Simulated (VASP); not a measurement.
Input of a VASP 6.6.1 run:

File INCAR:

```
PREC = Accurate ; ENCUT = 520
EDIFF = 1E-6 ; ISMEAR = -1
SIGMA = 0.02 ; LREAL = F
LASPH = T ; NELM = 80
ALGO = Normal ; ISIF = 2
LWAVE = F ; LCHARG = F
GGA = PE ; NBANDS = 27
```

Contents of KPOINTS:

```
regular mesh
0
Gamma
  6 6 6
```

Contents of POSCAR:

```
S
1.0
    5.3612126934      3.1287268057      1.3949463270
   -5.3612126934      3.1287268057      1.3949463270
    0.0000000000     -6.2574536115      1.3949463269
S
6
Direct
    0.2527306479      0.1459162348      0.9140802784
    0.9143681932      0.2553873064      0.1476632071
    0.1507871545      0.9168169212      0.2550348682
    0.7472693521      0.8540837652      0.0859197216
    0.0856318068      0.7446126936      0.8523367929
    0.8492128455      0.0831830788      0.7449651318
```

Potentials or basis: VASP PAW PBE potentials, release 64 (S).

Command:

```console
$ cat potpaw_PBE.64/S/POTCAR > POTCAR
$ mpirun -np 1 vasp_std > vasp.out
```

Problem. What does it give for the band gap on the k mesh?

Solution. 1.90 eV (least direct gap 2.00 eV).

Problem. Predict the largest force.

Solution. 0.046 eV/Å.

Problem. Predict the pressure.

Solution. 1.6 GPa.

Stress tensor (GPa, compression positive):
```
1.61 0.00 0.02
0.00 1.38 0.02
0.02 0.02 1.94
```

Caveat: the cell differs from its parent crystal (uniaxial y strain +1.1%); this functional lacks dispersion, which holds the molecules together, so the pressure and a relaxed volume are unreliable. A k mesh can miss the band edges.
